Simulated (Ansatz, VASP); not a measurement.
MgO2: VASP beside Ansatz

```
CELL_PARAMETERS angstrom
4.63889 0.00000 0.00000
0.00000 4.63889 0.00000
0.00000 0.00000 4.63889
ATOMIC_POSITIONS crystal
Mg 0.00000 0.50000 0.50000
Mg 0.50000 0.50000 0.00000
Mg 0.50000 0.00000 0.50000
Mg 0.00000 0.00000 0.00000
O 0.41002 0.08998 0.91002
O 0.08998 0.91002 0.41002
O 0.91002 0.41002 0.08998
O 0.58998 0.58998 0.58998
O 0.41002 0.41002 0.41002
O 0.08998 0.58998 0.91002
O 0.91002 0.08998 0.58998
O 0.58998 0.91002 0.08998
```

Alike in both runs: task relaxation of the atoms; functional PBEsol; k mesh 6 × 6 × 6; occupations gaussian, width 0.02 eV; no spin polarisation.

|  | VASP | Ansatz |
| --- | --- | --- |
| version | VASP 6.6.1 | Ansatz 0.2.0 |
| potentials or method | VASP PAW PBE potentials, release 64 (Mg, O), cutoff 520 eV | scalar-relativistic, plane waves, PAW |
| valence electrons in the cell | 56 | 88 |

Ansatz gave:

- gap on the k mesh at the Fermi level, each at its own relaxed structure (eV): 4.44

Q: Which values does VASP return?

A: gap on the k mesh at the Fermi level, each at its own relaxed structure (eV): 4.34.

VASP's potentials were made for PBE, not for PBEsol. VASP's potentials hold 56 valence electrons a cell and Ansatz's 88, so a difference there can come from the potentials and not from the codes. Ansatz's warnings: stress scf threshold loose.
